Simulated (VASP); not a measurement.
Mo: single point with RPBE

Mo:

```
Mo
1.0
     0.00000    2.86446    2.86446
     2.86446    0.00000    2.86446
     2.86446    2.86446    0.00000
Mo
2
Direct
  0.12500 0.12500 0.12500
  0.87500 0.87500 0.87500
```

This isn't the form of Mo at room conditions, which is bcc.

| Item | Value |
| --- | --- |
| Program | VASP 6.6.1 |
| Task | single point |
| Functional | RPBE |
| Potentials or basis | VASP PAW PBE potentials, release 64 (Mo_sv) |
| Cutoff | 520 eV |
| k mesh | 16 × 16 × 16 |
| Occupations | fermi-dirac, width 0.1 eV |
| Spin | no spin polarisation |

The pressure is 0.3 GPa. The band gap on the k mesh is zero (bands 14 and 15 overlap by 0.55 eV).

Levels at points of the mesh, in eV from the Fermi level:
```
           k point  band 10  band 11  band 12  band 13  band 14  band 15  band 16  band 17  band 18  band 19
(0.00, 0.00, 0.00)    -2.10    -2.10    -1.29    -1.29    -1.29     1.31     1.31     1.31     4.25     4.25
(0.50, 0.00, 0.00)    -2.03    -1.85    -1.85    -1.53    -1.53     0.34     2.24     2.24     3.56     3.56
(0.50, 0.50, 0.00)    -2.87    -1.48    -1.48    -0.05    -0.05     0.61     0.61     3.87     3.87     4.86
```

It took 3.2 min on 1 thread of Intel Xeon 8259CL (shared host), peak memory 0.25 GiB.

Caveat: the PAW data sets were made with another functional, which shifts forces and pressure a little.
